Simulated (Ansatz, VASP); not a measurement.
## One calculation of Mg, two programs

File INCAR:

```
ALGO     = Fast           # electronic algorithm
EDIFF    = 1E-6           # SCF threshold, eV
EDIFFG   = -0.005         # ionic threshold
ENCUT    = 600            # plane-wave cutoff, eV
GGA      = PE             # functional
IBRION   = 2              # ionic algorithm
ISIF     = 3              # what is computed and relaxed
ISMEAR   = 0              # smearing method
LASPH    = T              # aspherical terms in the spheres
LCHARG   = F              # write CHGCAR
LREAL    = F              # projectors in reciprocal space
LWAVE    = F              # write WAVECAR
NELM     = 80             # most SCF steps
NSW      = 100            # ionic steps
PREC     = Accurate       # precision mode
SIGMA    = 0.1            # smearing width, eV
```

Contents of KPOINTS:

```
k-points
0
Gamma
  15 15 8
```

File POSCAR:

```
Mg
1.0
    3.2092715325      0.0000000000      0.0000000000
   -1.6046357662      2.7793106748      0.0000000000
    0.0000000000      0.0000000000      5.2103300000
Mg
2
Direct
    0.3333333333      0.6666666667      0.2500000000
    0.6666666667      0.3333333333      0.7500000000
```

Input for Ansatz:

```yaml
crystal:
  lattice:
    - [3.2092715325, 0.0, 0.0]
    - [-1.6046357662, 2.7793106748, 0.0]
    - [0.0, 0.0, 5.21033]
  atoms:
    - { symbol: Mg, position: [0.3333333333, 0.6666666667, 0.25] }
    - { symbol: Mg, position: [0.6666666667, 0.3333333333, 0.75] }
basis:
  ecutwfc: 420
kpoints:
  mp_grid: { grid: [15, 15, 8] }
hamiltonian:
  xc: pbe
scf:
  occupations: { method: gaussian, width: 0.1 }
output:
  forces: true
  stress: true
  eigenvalues: true
relax:
  adjacent_minimum: "off"
  f_tol: 0.005
  max_steps: 80
  cell: { stress_tol: 0.05 }
```

Alike in both runs: task relaxation of cell and atoms; functional PBE; k mesh 15 × 15 × 8; occupations gaussian, width 0.1 eV; no spin polarisation.

```csv
,VASP,Ansatz
version,VASP 6.6.1,Ansatz 0.2.0
potentials or method,"VASP PAW PBE potentials, release 64 (Mg), cutoff 600 eV","scalar-relativistic, plane waves, PAW"
valence electrons in the cell,4,20
```

Ansatz gave:

| Property | Result |
| --- | --- |
| gap on the k mesh at the Fermi level, each at its own relaxed structure (eV) | none |
| relaxed volume (Å³/atom) | 22.93 |
| relaxed cell length with the largest relative difference (Å) | 3.210 |

What did VASP give for the same quantities?

gap on the k mesh at the Fermi level, each at its own relaxed structure (eV): none; relaxed volume (Å³/atom): 22.85; relaxed cell length with the largest relative difference (Å): 3.206.

A gap of «none» marks a metal or a gap that the smearing closes. VASP's potentials hold 4 valence electrons a cell and Ansatz's 20, so a difference there can come from the potentials and not from the codes.
